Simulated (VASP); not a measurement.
# Na (Im-3m) in VASP: a series of runs, part 2 of 2

VASP 6.6.1. The steps go on from the part before.

### 3 Electric field gradients, PBE (volume scaled by 0.9405)

The input, INCAR:

```
PREC = Accurate
ENCUT = 520
EDIFF = 1E-8
ISMEAR = -1
SIGMA = 0.03
LREAL = F
LASPH = T
NELM = 60
ALGO = Normal
ISIF = 2
LWAVE = F
LCHARG = F
GGA = PE
LEFG = T
NBANDS = 10
```

The input, KPOINTS:

```
Automatic mesh
0
Gamma
  11 11 11
```

The input, POSCAR:

```
Na
1.0
   -2.0746412990      2.0746412990      2.0746412990
    2.0746412990     -2.0746412990      2.0746412990
    2.0746412990      2.0746412990     -2.0746412990
Na
1
Direct
    0.0000000000      0.0000000000      0.0000000000
```

Potentials or basis: VASP PAW PBE potentials, release 64 (Na_pv).

The run is started by

```bash
$ cat potpaw_PBE.64/Na_pv/POTCAR > POTCAR
$ mpirun -np 1 vasp_std > vasp.out
```

OUTCAR:

```text
PREC = Accurate
   ENCUT = 520
   EDIFF = 1E-8
   ISMEAR = -1
   LREAL = F
   LASPH = T
   NELM = 60
   ISIF = 2
   GGA = PE

 ion  position               nearest neighbor table
   1  0.000  0.000  0.000-

  LATTYP: Found a body centered cubic cell.
 ALAT       =     4.1492825980

  Lattice vectors:

 A1 = (  -2.0746412990,   2.0746412990,   2.0746412990)
 A2 = (   2.0746412990,  -2.0746412990,   2.0746412990)
 A3 = (   2.0746412990,   2.0746412990,  -2.0746412990)

Analysis of symmetry for initial positions (statically):
=====================================================================
 Subroutine PRICEL returns:
 Original cell was already a primitive cell.

 Routine SETGRP: Setting up the symmetry group for a
 body centered cubic supercell.

 Subroutine GETGRP returns: Found 48 space group operations
 (whereof 48 operations were pure point group operations)
 out of a pool of 48 trial point group operations.

The static configuration has the point symmetry O_h .

Analysis of symmetry for dynamics (positions and initial velocities):
=====================================================================
 Subroutine PRICEL returns:
 Original cell was already a primitive cell.

 Routine SETGRP: Setting up the symmetry group for a
 body centered cubic supercell.

 Subroutine GETGRP returns: Found 48 space group operations
 (whereof 48 operations were pure point group operations)
 out of a pool of 48 trial point group operations.

The dynamic configuration has the point symmetry O_h .

 Subroutine INISYM returns: Found 48 space group operations
 (whereof 48 operations are pure point group operations),
 and found     1 'primitive' translations

----------------------------------------------------------------------------------------

                                     Primitive cell

  volume of cell :      35.7182

  direct lattice vectors                    reciprocal lattice vectors
    -2.074641299  2.074641299  2.074641299     0.000000000  0.241005518  0.241005518
     2.074641299 -2.074641299  2.074641299     0.241005518  0.000000000  0.241005518
     2.074641299  2.074641299 -2.074641299     0.241005518  0.241005518  0.000000000

  length of vectors
     3.593384137  3.593384137  3.593384137     0.340833272  0.340833272  0.340833272

  position of ions in fractional coordinates (direct lattice)
     0.000000000  0.000000000  0.000000000

  ion indices of the primitive-cell ions
   primitive index   ion index
                 1           1

----------------------------------------------------------------------------------------

 KPOINTS: Automatic mesh

Automatic generation of k-mesh.
[... 70 lines left out ...]
   IBRION =     -1    ionic relax: 0-MD 1-quasi-New 2-CG
   NFREE  =      0    steps in history (QN), initial steepest desc. (CG)
   ISIF   =      2    stress and relaxation
   ISYM   =      2    0-nonsym 1-usesym 2-fastsym
   POTIM  = 0.5000    time-step for ionic-motion
   TEBEG  =    0.0;   TEEND  =   0.0 temperature during run
   PSTRESS=    0.0 pullay stress
   NELECT =       7.0000    total number of electrons
   NUPDOWN=      -1.0000    fix difference up-down
   EMIN   =  10.00;   EMAX   =-10.00  energy-range for DOS
   EFERMI =   0.00;   METHOD = LEGACY
   ISMEAR =    -1;   SIGMA  =   0.03  broadening in eV -4-tet -1-fermi 0-gaus
   EFERMI_NEDOS =   21; number of points for ismear=-14 and -15
   IALGO  =     38    algorithm
   IMIX   =      4    mixing-type and parameters
     AMIX     =   0.40;   BMIX     =  1.00
     AMIX_MAG =   1.60;   BMIX_MAG =  1.00
  volume/ion in A,a.u.               =      35.72       241.04
  Fermi-wavevector in a.u.,A,eV,Ry     =   0.950921  1.796980 12.303082  0.904251
  Thomas-Fermi vector in A             =   2.079343
   LORBIT       =      0    0 simple, 1 ext, 2 COOP (PROOUT), +10 PAW based schemes
   GGA     = PE    functional components
   LHFCALC =     F    Hartree Fock is set to
   AEXX    =    0.0000 exact exchange contribution
   IVDW    =     0    specifies the selected vdW correction
   LEPSILON=     F    determine dielectric tensor
   LRPA    =     F    only Hartree local field effects (RPA)
 non-spin polarized calculation
  energy-cutoff  :      520.00
  volume of cell :       35.72
 maximum number of plane-waves:       971
   NGX = 13   NGY = 13   NGZ = 13

 number of electron       6.9999988 magnetization

 Free energy of the ion-electron system (eV)
  ---------------------------------------------------
  ext. energy  EPLUGINS =         0.00000000
  ---------------------------------------------------
  free energy    TOTEN  =        -1.31338526 eV

  energy without entropy =       -1.31220283  energy(sigma->0) =       -1.31279404

 E-fermi :   0.4485     XC(G=0):  -6.5998

 val. band max:        0.4075576477   @ k =  -0.3636   0.4545   0.0909
 cond. band min:       0.5464361856   @ k =   0.1818   0.1818   0.1818
 fundamental gap:      0.1388785379
 Fermi energy:         0.4485022461

 k-point     1 :       0.0000    0.0000    0.0000
  band No.  band energies     occupation
      1     -24.4355      2.00000
      2     -24.4355      2.00000
      3     -24.4355      2.00000
      4      -2.9191      2.00000
      5      12.4143      0.00000
      6      12.4143      0.00000
      7      12.4143      0.00000
      8      13.4358      0.00000
      9      13.4358      0.00000
     10      14.0088      0.00000
[... 287 lines left out ...]
 k-point    24 :       0.3636    0.1818    0.0909
  band No.  band energies     occupation
      1     -24.4686      2.00000
      2     -24.4536      2.00000
      3     -24.4416      2.00000
      4       1.8299      0.00000
      5       2.3457      0.00000
      6       5.1393      0.00000
      7       7.0639      0.00000
      8      14.0578      0.00000
      9      15.4749      0.00000
     10      16.6001      0.00000

 [... further k-points ...]

------------------------ aborting loop because EDIFF is reached ----------------------------------------

  FORCE on cell =-STRESS in cart. coord.  units (eV):
  Direction    XX          YY          ZZ          XY          YZ          ZX
  --------------------------------------------------------------------------------------
  -------------------------------------------------------------------------------------
  Total        0.0609007      0.0609007      0.0609007      0.0000000      0.0000000     -0.0000000
  in kB        2.7317690      2.7317690      2.7317690      0.0000000      0.0000000     -0.0000000
  external PRESSURE =       2.7317690 kB  Pullay stress =       0.0000000 kB

 VOLUME and BASIS-vectors are now :
 -----------------------------------------------------------------------------
  energy-cutoff  :      520.00
  volume of cell :       35.72
      direct lattice vectors                 reciprocal lattice vectors
    -2.074641299  2.074641299  2.074641299     0.000000000  0.241005518  0.241005518
     2.074641299 -2.074641299  2.074641299     0.241005518  0.000000000  0.241005518
     2.074641299  2.074641299 -2.074641299     0.241005518  0.241005518  0.000000000

 POSITION                                       TOTAL-FORCE (eV/Angst)
 -----------------------------------------------------------------------------------
      0.00000      0.00000      0.00000        -0.000000     -0.000000      0.000000
 -----------------------------------------------------------------------------------
    total drift:                               -0.000000     -0.000000     -0.000000

  FREE ENERGIE OF THE ION-ELECTRON SYSTEM (eV)
  ---------------------------------------------------
  free  energy   TOTEN  =        -1.3133852589 eV

  energy  without entropy=       -1.3122028259  energy(sigma->0) =       -1.31279404

 Electric field gradients (V/A^2)
---------------------------------------------------------------------
 ion       V_xx      V_yy      V_zz      V_xy      V_xz      V_yz
---------------------------------------------------------------------
   1      -0.000     0.000    -0.000    -0.005    -0.005    -0.005
---------------------------------------------------------------------

 Electric field gradients after diagonalization (V/A^2)
 (convention: |V_zz| > |V_xx| > |V_yy|)
----------------------------------------------------------------------
 ion       V_xx      V_yy      V_zz     asymmetry (V_yy - V_xx)/ V_zz
----------------------------------------------------------------------
   1       0.005     0.005    -0.010       0.000
----------------------------------------------------------------------

           NMR quadrupolar parameters

 Cq : quadrupolar parameter    Cq=e*Q*V_zz/h
 eta: asymmetry parameters     (V_yy - V_xx)/ V_zz
 Q  : nuclear electric quadrupole moment in mb (millibarn)
----------------------------------------------------------------------
 ion       Cq(MHz)       eta       Q (mb)
----------------------------------------------------------------------
   1      -0.000       0.000       1.000
----------------------------------------------------------------------
```

OSZICAR:

```text
N       E                     dE             d eps       ncg     rms          rms(c)
DAV:   1     0.289904962744E+02    0.28990E+02   -0.38112E+03  1120   0.588E+02
DAV:   2    -0.726359388253E+00   -0.29717E+02   -0.29420E+02  1154   0.151E+02
DAV:   3    -0.130958975774E+01   -0.58323E+00   -0.58289E+00  1378   0.228E+01
DAV:   4    -0.131414034346E+01   -0.45506E-02   -0.45503E-02  1338   0.198E+00
DAV:   5    -0.131420047939E+01   -0.60136E-04   -0.60135E-04  1324   0.222E-01    0.208E-01
DAV:   6    -0.131372224812E+01    0.47823E-03   -0.48998E-04  1292   0.264E-01    0.139E-01
DAV:   7    -0.131339166626E+01    0.33058E-03   -0.98940E-04  1264   0.315E-01    0.162E-02
DAV:   8    -0.131338521075E+01    0.64555E-05   -0.44575E-05  1374   0.110E-01    0.219E-03
DAV:   9    -0.131338534661E+01   -0.13586E-06   -0.21245E-07  1310   0.444E-03    0.992E-04
DAV:  10    -0.131338525030E+01    0.96307E-07   -0.58220E-08  1292   0.268E-03    0.107E-04
DAV:  11    -0.131338525888E+01   -0.85772E-08   -0.12228E-09   778   0.312E-04
   1 F= -.13133853E+01 E0= -.13127940E+01  d E =-.118243E-02
```

Run time: 9.6 s. Hardware: 1 thread of Intel Xeon Platinum 8488C (Sapphire Rapids), shared host; peak memory 0.15 GiB.

What came out:

```
Free energy : -1.3134 eV
Pressure    : 0.3 GPa
```

Caveat: without QUAD_EFG the Cq values of the log hold for a quadrupole moment of 1 mb, not for the nuclei.
